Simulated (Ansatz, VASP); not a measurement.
## One calculation of GaN, two programs

The input INCAR:

```
SYSTEM = GaN
PREC = Accurate
ENCUT = 520
EDIFF = 1E-6
ISMEAR = 0
SIGMA = 0.01
LREAL = .False.
LASPH = .True.
NELM = 150
ALGO = Normal
ISIF = 2
LWAVE = .False.
LCHARG = .False.
MAGMOM = 0 0 0 0 0 0
LORBIT = 11
LSORBIT = .True.
GGA_COMPAT = .False.
LORBMOM = .True.
GGA = PS
NBANDS = 30
```

KPOINTS

```
regular mesh
0
Gamma
  10 10 10
  0 0 0
```

Contents of POSCAR:

```
GaN
1.0
    2.2340052182      2.2340052182      0.0000000000
   -2.2340052182      2.2340052182      0.0000000000
    0.0000000000      2.2340052182      2.2340052182
Ga N
1 1
Direct
    0.0000000000      0.0000000000      0.0000000000
    0.2500000000      0.7500000000      0.5000000000
```

Input for Ansatz:

```yaml
crystal:
  lattice:
    - [2.23400521822, 2.23400521822, 0.0]
    - [-2.23400521822, 2.23400521822, 0.0]
    - [0.0, 2.23400521822, 2.23400521822]
  atoms:
    - { symbol: Ga, position: [0.0, 0.0, 0.0] }
    - { symbol: "N", position: [0.25, 0.75, 0.5] }
kpoints:
  mp_grid: { grid: [10, 10, 10] }
scf:
  occupations: { method: fixed }
  convergence: { dr2_threshold: 1.0e-10 }
hamiltonian:
  xc: pbesol
  pseudopotentials: { kind: all_electron, lapw: { basis_error: 0.0005 } }
magnetization:
  noncollinear: true
  spin_orbit: true
output:
  forces: true
  stress: true
  eigenstates:
    kpoints:
      - [0.0, 0.0, 0.0]
      - [-0.5, -0.5, -0.5]
      - [-0.5, 0.5, 0.0]
      - [0.0, 0.0, -0.5]
      - [0.0, -0.5, -0.5]
      - [0.0, 0.5, 0.0]
      - [-0.5, 0.0, 0.0]
      - [-0.5, 0.0, -0.5]
  eigenvalues: true
```

Alike in both runs: task single point; functional PBEsol; k mesh 10 × 10 × 10; non-collinear spin, spin-orbit coupling.

```csv
,VASP,Ansatz
version,VASP 6.6.1,Ansatz 0.2.0
potentials or method,"VASP PAW PBE potentials, release 64 (Ga_d, N), cutoff 520 eV",all-electron LAPW
occupations,"gaussian, width 0.01 eV",fixed
```

```tsv
	VASP	Ansatz	Ansatz less VASP
pressure (GPa)	3.8	3.9	+0.14
```

VASP's potentials were made for PBE, not for PBEsol. Ansatz ran all-electron here, and VASP with PAW potentials.
